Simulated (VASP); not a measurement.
# Pd (Fm-3m) in VASP: further runs

Runs on Pd. Level: RPBE. Tasks: single point.

Everything below comes from runs of VASP 6.6.1. Logs are shortened: lines on timing, memory, paths and dates and some standing lists are left out, and cuts for length are marked.

**1. The cell of the first run**

It takes space group Fm-3m (No. 225, cubic). Conventional cell: a = 4.089 Å, b = 4.089 Å, c = 4.089 Å, α = 90.00°, β = 90.00°, γ = 90.00°. Within 3.8 Å of Pd (site symmetry m-3m) lie 12 Pd at 2.89 Å.

**2. Single point, RPBE (volume scaled by 1.08)**

Input file INCAR:

```
SYSTEM = Pd
  ALGO = Normal
  EDIFF = 1E-6
  ENCUT = 520
  GGA = RP
  ISIF = 2
  ISMEAR = -1
  LASPH = .True.
  LCHARG = .True.
  LELF = .True.
  LREAL = .False.
  LVHAR = .True.
  LWAVE = .False.
  NBANDS = 11
  NELM = 80
  PREC = Accurate
  SIGMA = 0.1
```

Input file KPOINTS:

```
k-points
0
Gamma
  22 22 22
  0 0 0
```

Input file POSCAR:

```
Pd
1.0
    0.0000000000      2.0443324035      2.0443324035
    2.0443324035      0.0000000000      2.0443324035
    2.0443324035      2.0443324035      0.0000000000
Pd
1
Direct
    0.0000000000      0.0000000000      0.0000000000
```

Potentials or basis: VASP PAW PBE potentials, release 64 (Pd).

The run is started by

```sh
> cat potpaw_PBE.64/Pd/POTCAR > POTCAR
> mpirun -np 1 vasp_std > vasp.out
```

OUTCAR:

```text
SYSTEM = Pd
   EDIFF = 1E-6
   ENCUT = 520
   GGA = RP
   ISIF = 2
   ISMEAR = -1
   LASPH = .True.
   LREAL = .False.
   NELM = 80
   PREC = Accurate

 ion  position               nearest neighbor table
   1  0.000  0.000  0.000-

  LATTYP: Found a face centered cubic cell.
 ALAT       =     4.0886648070

  Lattice vectors:

 A1 = (   0.0000000000,   2.0443324035,   2.0443324035)
 A2 = (   2.0443324035,   0.0000000000,   2.0443324035)
 A3 = (   2.0443324035,   2.0443324035,   0.0000000000)

Analysis of symmetry for initial positions (statically):
=====================================================================
 Subroutine PRICEL returns:
 Original cell was already a primitive cell.

 Routine SETGRP: Setting up the symmetry group for a
 face centered cubic supercell.

 Subroutine GETGRP returns: Found 48 space group operations
 (whereof 48 operations were pure point group operations)
 out of a pool of 48 trial point group operations.

The static configuration has the point symmetry O_h .

Analysis of symmetry for dynamics (positions and initial velocities):
=====================================================================
 Subroutine PRICEL returns:
 Original cell was already a primitive cell.

 Routine SETGRP: Setting up the symmetry group for a
 face centered cubic supercell.

 Subroutine GETGRP returns: Found 48 space group operations
 (whereof 48 operations were pure point group operations)
 out of a pool of 48 trial point group operations.

The dynamic configuration has the point symmetry O_h .

 Subroutine INISYM returns: Found 48 space group operations
 (whereof 48 operations are pure point group operations),
 and found     1 'primitive' translations

----------------------------------------------------------------------------------------

                                     Primitive cell

  volume of cell :      17.0877

  direct lattice vectors                    reciprocal lattice vectors
     0.000000000  2.044332403  2.044332403    -0.244578621  0.244578621  0.244578621
     2.044332403  0.000000000  2.044332403     0.244578621 -0.244578621  0.244578621
     2.044332403  2.044332403  0.000000000     0.244578621  0.244578621 -0.244578621

  length of vectors
     2.891122611  2.891122611  2.891122611     0.423622598  0.423622598  0.423622598

  position of ions in fractional coordinates (direct lattice)
     0.000000000  0.000000000  0.000000000

  ion indices of the primitive-cell ions
   primitive index   ion index
                 1           1

----------------------------------------------------------------------------------------
[... 75 lines left out ...]
   NFREE  =      0    steps in history (QN), initial steepest desc. (CG)
   ISIF   =      2    stress and relaxation
   ISYM   =      2    0-nonsym 1-usesym 2-fastsym
   POTIM  = 0.5000    time-step for ionic-motion
   TEBEG  =    0.0;   TEEND  =   0.0 temperature during run
   PSTRESS=    0.0 pullay stress
   NELECT =      10.0000    total number of electrons
   NUPDOWN=      -1.0000    fix difference up-down
   EMIN   =  10.00;   EMAX   =-10.00  energy-range for DOS
   EFERMI =   0.00;   METHOD = LEGACY
   ISMEAR =    -1;   SIGMA  =   0.10  broadening in eV -4-tet -1-fermi 0-gaus
   EFERMI_NEDOS =   21; number of points for ismear=-14 and -15
   IALGO  =     38    algorithm
   IMIX   =      4    mixing-type and parameters
     AMIX     =   0.40;   BMIX     =  1.00
     AMIX_MAG =   1.60;   BMIX_MAG =  1.00
  volume/ion in A,a.u.               =      17.09       115.31
  Fermi-wavevector in a.u.,A,eV,Ry     =   1.369346  2.587689 25.512414  1.875110
  Thomas-Fermi vector in A             =   2.495230
   LORBIT       =      0    0 simple, 1 ext, 2 COOP (PROOUT), +10 PAW based schemes
   GGA     = RP    functional components
   LHFCALC =     F    Hartree Fock is set to
   AEXX    =    0.0000 exact exchange contribution
   IVDW    =     0    specifies the selected vdW correction
   LEPSILON=     F    determine dielectric tensor
   LRPA    =     F    only Hartree local field effects (RPA)
 non-spin polarized calculation
  energy-cutoff  :      520.00
  volume of cell :       17.09
 maximum number of plane-waves:       477
 NGX is ok and might be reduce to    24
   NGX = 11   NGY = 11   NGZ = 11

 number of electron      10.0000000 magnetization

 number of electron       9.9999999 magnetization

 Free energy of the ion-electron system (eV)
  ---------------------------------------------------
  ext. energy  EPLUGINS =         0.00000000
  ---------------------------------------------------
  free energy    TOTEN  =        -4.62351402 eV

  energy without entropy =       -4.55088940  energy(sigma->0) =       -4.58720171

 E-fermi :   7.6452     XC(G=0): -12.1647

 val. band max:        7.6368488368   @ k =  -0.4091   0.4091   0.0000
 cond. band min:       7.6466942950   @ k =   0.4545   0.2727   0.0000
 fundamental gap:      0.0098454581
 Fermi energy:         7.6452303721

 k-point     1 :       0.0000    0.0000    0.0000
  band No.  band energies     occupation
      1       1.5959      2.00000
      2       5.3845      2.00000
      3       5.3845      2.00000
      4       5.3845      2.00000
      5       6.6368      1.99992
      6       6.6368      1.99992
      7      24.6293      0.00000
      8      28.6115      0.00000
      9      28.6115      0.00000
     10      28.6115      0.00000
     11      33.2786      0.00000
[... 309 lines left out ...]
 k-point    24 :      -0.4545    0.0455    0.0000
  band No.  band energies     occupation
      1       3.4337      2.00000
      2       5.3308      2.00000
      3       5.3890      2.00000
      4       7.3265      1.92070
      5       7.5271      1.53032
      6       9.1228      0.00000
      7      14.1166      0.00000
      8      23.9823      0.00000
      9      26.8409      0.00000
     10      27.3313      0.00000
     11      32.7411      0.00000

 [... further k-points ...]
[... 5 lines left out ...]
  --------------------------------------------------------------------------------------
  -------------------------------------------------------------------------------------
  Total       -0.9878762     -0.9878762     -0.9878762      0.0000000      0.0000000      0.0000000
  in kB      -92.6250737    -92.6250737    -92.6250737      0.0000000      0.0000000      0.0000000
  external PRESSURE =     -92.6250737 kB  Pullay stress =       0.0000000 kB

 VOLUME and BASIS-vectors are now :
 -----------------------------------------------------------------------------
  energy-cutoff  :      520.00
  volume of cell :       17.09
      direct lattice vectors                 reciprocal lattice vectors
     0.000000000  2.044332403  2.044332403    -0.244578621  0.244578621  0.244578621
     2.044332403  0.000000000  2.044332403     0.244578621 -0.244578621  0.244578621
     2.044332403  2.044332403  0.000000000     0.244578621  0.244578621 -0.244578621

 POSITION                                       TOTAL-FORCE (eV/Angst)
 -----------------------------------------------------------------------------------
      0.00000      0.00000      0.00000         0.000000      0.000000      0.000000
 -----------------------------------------------------------------------------------
    total drift:                               -0.000000      0.000000      0.000000

  FREE ENERGIE OF THE ION-ELECTRON SYSTEM (eV)
  ---------------------------------------------------
  free  energy   TOTEN  =        -4.6235140151 eV

  energy  without entropy=       -4.5508894040  energy(sigma->0) =       -4.58720171
```

OSZICAR:

```text
N       E                     dE             d eps       ncg     rms          rms(c)
DAV:   1     0.421446879657E+02    0.42145E+02   -0.50782E+03  7248   0.835E+02
DAV:   2    -0.420784611767E+01   -0.46353E+02   -0.44797E+02  8214   0.176E+02
DAV:   3    -0.480141562773E+01   -0.59357E+00   -0.59044E+00  8594   0.211E+01
DAV:   4    -0.480487209489E+01   -0.34565E-02   -0.34560E-02  8505   0.173E+00
DAV:   5    -0.480492126680E+01   -0.49172E-04   -0.49171E-04  9309   0.178E-01    0.488E+00
DAV:   6    -0.462770022352E+01    0.17722E+00   -0.91269E-01  8632   0.745E+00    0.257E+00
DAV:   7    -0.462479333881E+01    0.29069E-02   -0.22466E-03  8446   0.497E-01    0.147E+00
DAV:   8    -0.462349902944E+01    0.12943E-02   -0.89691E-04  8524   0.236E-01    0.225E-02
DAV:   9    -0.462351155509E+01   -0.12526E-04   -0.10443E-05  9372   0.276E-02    0.956E-03
DAV:  10    -0.462351407031E+01   -0.25152E-05   -0.17617E-06  8547   0.144E-02    0.629E-04
DAV:  11    -0.462351401509E+01    0.55224E-07   -0.10805E-08  4958   0.744E-04
   1 F= -.46235140E+01 E0= -.45872017E+01  d E =-.726246E-01
```

Wall time 27 s (1 thread of Intel Xeon Platinum 8375C at 2.90GHz (Ice Lake), shared host); peak memory 0.19 GiB.

What came out:

```
Free energy            : -4.6235 eV
Pressure               : -9.3 GPa
Band gap on the k mesh : zero (band 5 reaches 7.82 eV, above the bottom of band 6 at 6.59 eV)
```

Caveat: the cell differs from its parent crystal (volume scaled by 1.08); the PAW data sets were made with another functional, which shifts forces and pressure a little.

**3. Single point, RPBE (volume scaled by 1.12)**

Input file INCAR:

```
  PREC = Accurate
  ENCUT = 520
  EDIFF = 1E-6
  ISMEAR = -1
  SIGMA = 0.1
  LREAL = False
  LASPH = True
  NELM = 100
  ALGO = Normal
  ISIF = 2
  LWAVE = False
  LCHARG = False
  GGA = RP
  NBANDS = 11
```

Input file KPOINTS:

```
Automatic mesh
0
Gamma
  22 22 22
```

Input file POSCAR:

```
Pd
1.0
    0.0000000000      2.0692657438      2.0692657438
    2.0692657438      0.0000000000      2.0692657438
    2.0692657438      2.0692657438      0.0000000000
Pd
1
Direct
    0.0000000000      0.0000000000      0.0000000000
```

Potentials or basis: VASP PAW PBE potentials, release 64 (Pd).

The run is started by

```sh
> cat potpaw_PBE.64/Pd/POTCAR > POTCAR
> mpirun -np 1 vasp_std > vasp.out
```

It took 25 s on 1 thread of Intel Xeon Platinum 8375C at 2.90GHz (Ice Lake), shared host; peak memory 0.19 GiB.

The run converged. Its results:

* Free energy: -4.5812 eV
* Pressure: -12.2 GPa
* Band gap on the k mesh: zero (band 5 reaches 7.30 eV, above the bottom of band 6 at 6.14 eV)

Levels at points of the mesh, in eV from the Fermi level:
| k point | band 3 | band 4 | band 5 | band 6 | band 7 | band 8 |
| --- | --- | --- | --- | --- | --- | --- |
| (0.00, 0.00, 0.00) | -2.13 | -2.13 | -0.96 | -0.96 | 16.91 | 20.69 |
| (0.50, 0.00, 0.00) | -2.16 | -0.07 | -0.07 | 1.41 | 6.01 | 16.23 |
| (0.50, 0.50, 0.00) | -0.10 | 0.16 | 0.16 | 3.39 | 9.03 | 12.23 |

Caveat: the cell differs from its parent crystal (volume scaled by 1.12); the PAW data sets were made with another functional, which shifts forces and pressure a little.

**4. Single point, RPBE, non-collinear spin, zero start, spin-orbit coupling**

This run uses another cell than the first one, of 15.82 Å³/atom, 0.926 times its volume.

Input file INCAR:

```
PREC = Accurate
ENCUT = 520
EDIFF = 1E-7
ISMEAR = -1
SIGMA = 0.1
LREAL = False
LASPH = True
NELM = 150
ALGO = Normal
ISIF = 2
LWAVE = False
LCHARG = False
MAGMOM = 0 0 0
LORBIT = 11
LSORBIT = True
GGA_COMPAT = False
LORBMOM = True
LMAXMIX = 4
GGA = RP
NBANDS = 21
```

Input file KPOINTS:

```
regular mesh
0
Gamma
  14 14 14
```

Input file POSCAR:

```
Pd
1.0
    0.0000000000      1.9925547369      1.9925547369
    1.9925547369      0.0000000000      1.9925547369
    1.9925547369      1.9925547369      0.0000000000
Pd
1
Direct
    0.0000000000      0.0000000000      0.0000000000
```

Potentials or basis: VASP PAW PBE potentials, release 64 (Pd).

The run is started by

```sh
> cat potpaw_PBE.64/Pd/POTCAR > POTCAR
> mpirun -np 1 vasp_ncl > vasp.out
```

OUTCAR:

```text
PREC = Accurate
   ENCUT = 520
   EDIFF = 1E-7
   ISMEAR = -1
   LREAL = False
   LASPH = True
   NELM = 150
   ISIF = 2
   LORBIT = 11
   LSORBIT = True
   GGA = RP

 ion  position               nearest neighbor table
   1  0.000  0.000  0.000-

  LATTYP: Found a face centered cubic cell.
 ALAT       =     3.9851094738

  Lattice vectors:

 A1 = (   0.0000000000,   1.9925547369,   1.9925547369)
 A2 = (   1.9925547369,   0.0000000000,   1.9925547369)
 A3 = (   1.9925547369,   1.9925547369,   0.0000000000)

Analysis of symmetry for initial positions (statically):
=====================================================================
 Subroutine PRICEL returns:
 Original cell was already a primitive cell.
[... 821 lines left out ...]
  1         0.000   0.000   0.000
 ----------------------------------------
            0.000   0.000   0.000

 Spin-Orbit-Coupling matrix elements

 Ion:    1  E_soc:     -0.0861003
 l=   1
     0.0000000    -0.0022330    -0.0022330
    -0.0022330     0.0000000    -0.0022330
    -0.0022330    -0.0022330     0.0000000
 l=   2
     0.0000000    -0.0023921     0.0000000    -0.0023921    -0.0097249
    -0.0023921     0.0000000    -0.0072937    -0.0023921    -0.0024312
     0.0000000    -0.0072937     0.0000000    -0.0072937     0.0000000
    -0.0023921    -0.0023921    -0.0072937     0.0000000    -0.0024312
    -0.0097249    -0.0024312     0.0000000    -0.0024312     0.0000000
 l=   3
     0.0000000     0.0000000     0.0000000     0.0000000     0.0000000     0.0000000     0.0000000
     0.0000000     0.0000000     0.0000000     0.0000000     0.0000000     0.0000000     0.0000000
     0.0000000     0.0000000     0.0000000     0.0000000     0.0000000     0.0000000     0.0000000
     0.0000000     0.0000000     0.0000000     0.0000000     0.0000000     0.0000000     0.0000000
     0.0000000     0.0000000     0.0000000     0.0000000     0.0000000     0.0000000     0.0000000
     0.0000000     0.0000000     0.0000000     0.0000000     0.0000000     0.0000000     0.0000000
     0.0000000     0.0000000     0.0000000     0.0000000     0.0000000     0.0000000     0.0000000

 total charge

# of ion       s       p       d       tot
------------------------------------------
    1        0.461   0.408   8.444   9.312

 magnetization (x)

# of ion       s       p       d       tot
------------------------------------------
    1        0.000  -0.000   0.000  -0.000

 magnetization (y)

# of ion       s       p       d       tot
------------------------------------------
    1       -0.000  -0.000   0.000  -0.000

 magnetization (z)

# of ion       s       p       d       tot
------------------------------------------
    1       -0.000  -0.000   0.000  -0.000
```

OSZICAR:

```text
N       E                     dE             d eps       ncg     rms          rms(c)
DAV:   1     0.582029731012E+02    0.58203E+02   -0.48431E+03  4368   0.912E+02
DAV:   2    -0.354360194546E+01   -0.61747E+02   -0.57462E+02  4953   0.226E+02
DAV:   3    -0.490569407419E+01   -0.13621E+01   -0.13455E+01  5074   0.351E+01
DAV:   4    -0.491593964833E+01   -0.10246E-01   -0.10243E-01  5226   0.309E+00
DAV:   5    -0.491611565970E+01   -0.17601E-03   -0.17601E-03  5448   0.409E-01    0.626E+00
DAV:   6    -0.471216959391E+01    0.20395E+00   -0.35595E-01  5233   0.811E+00    0.330E+00
DAV:   7    -0.470633578369E+01    0.58338E-02   -0.43629E-03  5475   0.650E-01    0.181E+00
DAV:   8    -0.470393599979E+01    0.23998E-02   -0.73302E-04  5309   0.239E-01    0.320E-01
DAV:   9    -0.470394975320E+01   -0.13753E-04   -0.14012E-05  5650   0.303E-02    0.226E-02
DAV:  10    -0.470395506924E+01   -0.53160E-05   -0.23343E-06  5284   0.195E-02    0.954E-03
DAV:  11    -0.470395660207E+01   -0.15328E-05   -0.74973E-07  5327   0.903E-03    0.931E-04
DAV:  12    -0.470395650803E+01    0.94042E-07   -0.80432E-09  3855   0.936E-04
   1 F= -.47039565E+01 E0= -.46685905E+01  d E =-.707320E-01  mag=    -0.0000     0.0000     0.0000
```

stdout:

```text
POSCAR found type information on POSCAR Pd
 POSCAR found :  1 types and       1 ions
 scaLAPACK will be used
 -----------------------------------------------------------------------------
|                                                                             |
|                                                                             |
|     You enforced a specific xc type in the INCAR file but a different       |
|     I HOPE YOU KNOW WHAT YOU ARE DOING!                                     |
|                                                                             |
 -----------------------------------------------------------------------------

 LDA part: xc-table for (Slater+PW92), standard interpolation
 POSCAR, INCAR and KPOINTS ok, starting setup
 FFT: planning ... GRIDC
 FFT: planning ... GRID_SOFT
 FFT: planning ... GRID
 WAVECAR not read
 entering main loop
```

Wall time 45 s (1 thread of Intel Xeon Platinum 8375C at 2.90GHz (Ice Lake), shared host); peak memory 0.22 GiB.

What came out:

| Item | Value |
| --- | --- |
| Free energy | -4.7040 eV |
| Pressure | -0.1 GPa |
| Net moment | 0.00 μB per cell |
| Valence electrons inside the program's atomic spheres | Pd 9.31 |

Moments on the atoms (μB; x, y, z):
```
Pd  0.00 0.00 0.00
```

Caveat: the PAW data sets were made with another functional, which shifts forces and pressure a little.

**5. The runs side by side**

| spin | cell | k mesh | gap on the mesh (eV) | pressure (GPa) |
| --- | --- | --- | --- | --- |
| off | a = 2.891 Å, angles 60.0°, 1 atom | 22 × 22 × 22 | none | -9.3 |
| off | a = 2.926 Å, angles 60.0°, 1 atom | 22 × 22 × 22 | none | -12.2 |
| non-collinear, zero start, SOC | a = 2.818 Å, angles 60.0°, 1 atom | 14 × 14 × 14 | - | -0.1 |

Alike in all rows: task single point; level RPBE; potentials or basis VASP PAW PBE potentials, release 64 (Pd); cutoff (eV) 520; smearing fermi-dirac 0.1 eV.

Caveats: the PAW data sets were made with another functional, which shifts forces and pressure a little.

Absolute energies hang on the potentials; compare differences alone.
